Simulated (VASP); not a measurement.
# Ru (P6_3/mmc) in VASP: further runs, part 2 of 2

VASP 6.6.1. Earlier steps stand in the parts before.

### Step 3. Single point, LDA

This run uses another cell than the first one, of 13.21 Å³/atom, 1.010 times its volume.

INCAR reads:

```
PREC = Accurate ; ENCUT = 520
EDIFF = 1E-6 ; ISMEAR = -1
SIGMA = 0.05 ; LREAL = F
LASPH = T ; NELM = 100
ALGO = Normal ; ISIF = 2
LWAVE = F ; LCHARG = F
GGA = CA ; NBANDS = 21
```

KPOINTS reads:

```
regular mesh
0
Gamma
  10 10 5
```

POSCAR reads:

```
Ru
1.0
    2.6813514024      0.0000000000      0.0000000000
   -1.3406757012      2.3221184310      0.0000000000
    0.0000000000      0.0000000000      4.2432103496
Ru
2
Direct
    0.3333333333      0.6666666667      0.2500000000
    0.6666666667      0.3333333333      0.7500000000
```

Potentials or basis: VASP PAW LDA potentials, release 64 (Ru_pv).

Started as:

```
cat potpaw_LDA.64/Ru_pv/POTCAR > POTCAR
mpirun -np 1 vasp_std > vasp.out
```

OUTCAR:

```text
PREC = Accurate
   ENCUT = 520
   EDIFF = 1E-6
   ISMEAR = -1
   LREAL = F
   LASPH = T
   NELM = 100
   ISIF = 2
   GGA = CA

 ion  position               nearest neighbor table
   1  0.333  0.667  0.250-   2 2.63   2 2.63   2 2.63   2 2.63   2 2.63   2 2.63
   2  0.667  0.333  0.750-   1 2.63   1 2.63   1 2.63   1 2.63   1 2.63   1 2.63

  LATTYP: Found a hexagonal cell.
 ALAT       =     2.6813514024
 C/A-ratio  =     1.5824894662

  Lattice vectors:

 A1 = (   2.6813514024,   0.0000000000,   0.0000000000)
 A2 = (  -1.3406757012,   2.3221184310,   0.0000000000)
 A3 = (   0.0000000000,   0.0000000000,   4.2432103496)

Analysis of symmetry for initial positions (statically):
=====================================================================
 Subroutine PRICEL returns:
 Original cell was already a primitive cell.

 Routine SETGRP: Setting up the symmetry group for a
 hexagonal supercell.

 Subroutine GETGRP returns: Found 24 space group operations
 (whereof 12 operations were pure point group operations)
 out of a pool of 24 trial point group operations.

The static configuration has the point symmetry D_3d.
 The point group associated with its full space group is D_6h.

Analysis of symmetry for dynamics (positions and initial velocities):
=====================================================================
 Subroutine PRICEL returns:
 Original cell was already a primitive cell.

 Routine SETGRP: Setting up the symmetry group for a
 hexagonal supercell.

 Subroutine GETGRP returns: Found 24 space group operations
 (whereof 12 operations were pure point group operations)
 out of a pool of 24 trial point group operations.

The dynamic configuration has the point symmetry D_3d.
 The point group associated with its full space group is D_6h.

 Subroutine INISYM returns: Found 24 space group operations
 (whereof 12 operations are pure point group operations),
 and found     1 'primitive' translations
[... 98 lines left out ...]
   NSW    =      0    number of steps for IOM
   IBRION =     -1    ionic relax: 0-MD 1-quasi-New 2-CG
   NFREE  =      0    steps in history (QN), initial steepest desc. (CG)
   ISIF   =      2    stress and relaxation
   ISYM   =      2    0-nonsym 1-usesym 2-fastsym
   POTIM  = 0.5000    time-step for ionic-motion
   TEBEG  =    0.0;   TEEND  =   0.0 temperature during run
   PSTRESS=    0.0 pullay stress
   NELECT =      28.0000    total number of electrons
   NUPDOWN=      -1.0000    fix difference up-down
   EMIN   =  10.00;   EMAX   =-10.00  energy-range for DOS
[... 5 lines left out ...]
     AMIX     =   0.40;   BMIX     =  1.00
     AMIX_MAG =   1.60;   BMIX_MAG =  1.00
  volume/ion in A,a.u.               =      13.21        89.15
  Fermi-wavevector in a.u.,A,eV,Ry     =   1.669104  3.154148 37.904562  2.785907
  Thomas-Fermi vector in A             =   2.754835
   LORBIT       =      0    0 simple, 1 ext, 2 COOP (PROOUT), +10 PAW based schemes
   GGA     = CA    functional components
   LHFCALC =     F    Hartree Fock is set to
   AEXX    =    0.0000 exact exchange contribution
   IVDW    =     0    specifies the selected vdW correction
   LEPSILON=     F    determine dielectric tensor
   LRPA    =     F    only Hartree local field effects (RPA)
 non-spin polarized calculation
  energy-cutoff  :      520.00
  volume of cell :       26.42
 maximum number of plane-waves:       727
 NGX is ok and might be reduce to    20
   NGX =  9   NGY =  9   NGZ = 15

 number of electron      27.9999994 magnetization

 Free energy of the ion-electron system (eV)
  ---------------------------------------------------
  ext. energy  EPLUGINS =         0.00000000
  ---------------------------------------------------
  free energy    TOTEN  =       -21.38809689 eV

  energy without entropy =      -21.36711902  energy(sigma->0) =      -21.37760796

 E-fermi :  13.2614     XC(G=0): -14.5492

 val. band max:       13.2495279706   @ k =   0.1000   0.0000   0.4000
 cond. band min:      13.2614982163   @ k =   0.1000   0.1000   0.4000
 fundamental gap:      0.0119702457
 Fermi energy:        13.2614429206

 k-point     1 :       0.0000    0.0000    0.0000
  band No.  band energies     occupation
      1     -30.3712      2.00000
      2     -29.3175      2.00000
      3     -29.3175      2.00000
      4     -29.1293      2.00000
      5     -29.1293      2.00000
      6     -29.0992      2.00000
[... 565 lines left out ...]
     20      23.1621      0.00000
     21      24.0353      0.00000

 [... further k-points ...]
[... 5 lines left out ...]
  --------------------------------------------------------------------------------------
  -------------------------------------------------------------------------------------
  Total       -0.1432830     -0.1432830     -0.9005787     -0.0000000     -0.0000000      0.0000000
  in kB       -8.6890564     -8.6890564    -54.6134478     -0.0000000     -0.0000000      0.0000000
  external PRESSURE =     -23.9971869 kB  Pullay stress =       0.0000000 kB

 VOLUME and BASIS-vectors are now :
 -----------------------------------------------------------------------------
  energy-cutoff  :      520.00
  volume of cell :       26.42
      direct lattice vectors                 reciprocal lattice vectors
     2.681351402  0.000000000  0.000000000     0.372946268  0.215320628  0.000000000
    -1.340675701  2.322118431  0.000000000     0.000000000  0.430641257  0.000000000
     0.000000000  0.000000000  4.243210350     0.000000000  0.000000000  0.235670617

 POSITION                                       TOTAL-FORCE (eV/Angst)
 -----------------------------------------------------------------------------------
     -0.00000      1.54808      1.06080        -0.000000      0.000000      0.000000
      1.34068      0.77404      3.18241         0.000000     -0.000000      0.000000
 -----------------------------------------------------------------------------------
    total drift:                                0.000000     -0.000000      0.000000

  FREE ENERGIE OF THE ION-ELECTRON SYSTEM (eV)
  ---------------------------------------------------
  free  energy   TOTEN  =       -21.3880968942 eV

  energy  without entropy=      -21.3671190189  energy(sigma->0) =      -21.37760796
```

OSZICAR:

```text
N       E                     dE             d eps       ncg     rms          rms(c)
DAV:   1     0.285308322359E+03    0.28531E+03   -0.17508E+04  1764   0.149E+03
DAV:   2    -0.167223258889E+02   -0.30203E+03   -0.29271E+03  1794   0.447E+02
DAV:   3    -0.228108477552E+02   -0.60885E+01   -0.60511E+01  2074   0.710E+01
DAV:   4    -0.228565015588E+02   -0.45654E-01   -0.45542E-01  2223   0.588E+00
DAV:   5    -0.228569928842E+02   -0.49133E-03   -0.48783E-03  1977   0.587E-01    0.197E+01
DAV:   6    -0.214857206235E+02    0.13713E+01   -0.31292E+00  1999   0.170E+01    0.526E+00
DAV:   7    -0.213994823873E+02    0.86238E-01   -0.39403E-01  2044   0.445E+00    0.120E+00
DAV:   8    -0.213882009845E+02    0.11281E-01   -0.18652E-02  1899   0.130E+00    0.234E-01
DAV:   9    -0.213880745234E+02    0.12646E-03   -0.28693E-04  2064   0.174E-01    0.276E-02
DAV:  10    -0.213880972782E+02   -0.22755E-04   -0.11429E-05  1939   0.335E-02    0.701E-03
DAV:  11    -0.213880968942E+02    0.38395E-06   -0.39645E-06  1979   0.196E-02
   1 F= -.21388097E+02 E0= -.21377608E+02  d E =-.209779E-01
```

Wall time 6.9 s (1 thread of Intel Xeon 6975P-C (Granite Rapids), shared host); peak memory 0.13 GiB.

What came out:

```yaml
Free_energy: -21.3881 eV
Pressure: -2.4 GPa
Band_gap_on_the_k_mesh: zero (band 14 reaches 14.75 eV, above the bottom of band 15 at 11.52 eV)
```

Stress tensor (GPa, compression positive):
```
-0.87  0.00  0.00
 0.00 -0.87  0.00
 0.00  0.00 -5.46
```
